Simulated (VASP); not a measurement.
Runs of VASP 6.6.1 on B. The structure is that of space group P6/mmm (No. 191), or close to it. The cells are those of the table. This isn't the form of B at room conditions, which is rhombohedral.

| task | cell | k mesh | cutoff (eV) | gap on the mesh (eV) | pressure (GPa) |
| --- | --- | --- | --- | --- | --- |
| single point | a = 2.937, b = 2.937, c = 2.899 Å, angles 90.0, 90.0, 120.0°, 3 atoms | 14 × 14 × 13 | 520 | none | (a) |
| relaxation of cell and atoms | relaxed from a = 3.333, b = 3.333, c = 2.043 Å, angles 90.0, 90.0, 120.0°, 3 atoms | 11 × 11 × 15 | 600 | none | 0.0 |
| single point | a = 2.863, b = 2.863, c = 2.826 Å, angles 90.0, 90.0, 120.0°, 3 atoms | 11 × 11 × 15 | 520 | none | 0.0 |
| single point | a = 2.743, b = 2.743, c = 2.708 Å, angles 90.0, 90.0, 120.0°, 3 atoms | 14 × 14 × 13 | 520 | none | 36.9 |
| single point | a = 2.973, b = 2.973, c = 2.935 Å, angles 90.0, 90.0, 120.0°, 3 atoms | 14 × 14 × 13 | 520 | none | -20.8 |
| single point | a = 2.863, b = 2.863, c = 2.826 Å, angles 90.0, 90.0, 120.0°, 3 atoms | 17 × 17 × 15 | 520 | none | 0.0 |

Alike in all rows: level PBE; potentials or basis VASP PAW PBE potentials, release 64 (B); no spin polarisation; smearing fermi-dirac 0.1 eV.

Estimate the missing entries.

(a) -15.2.

Caveats: the cell stands under tension (at least some runs); a cell axis changed by over 15 % at a fixed basis, so the end point is rough (at least some runs); the cell stands under pressure (at least some runs).

A gap of «none» marks levels without a gap at the run's occupations.
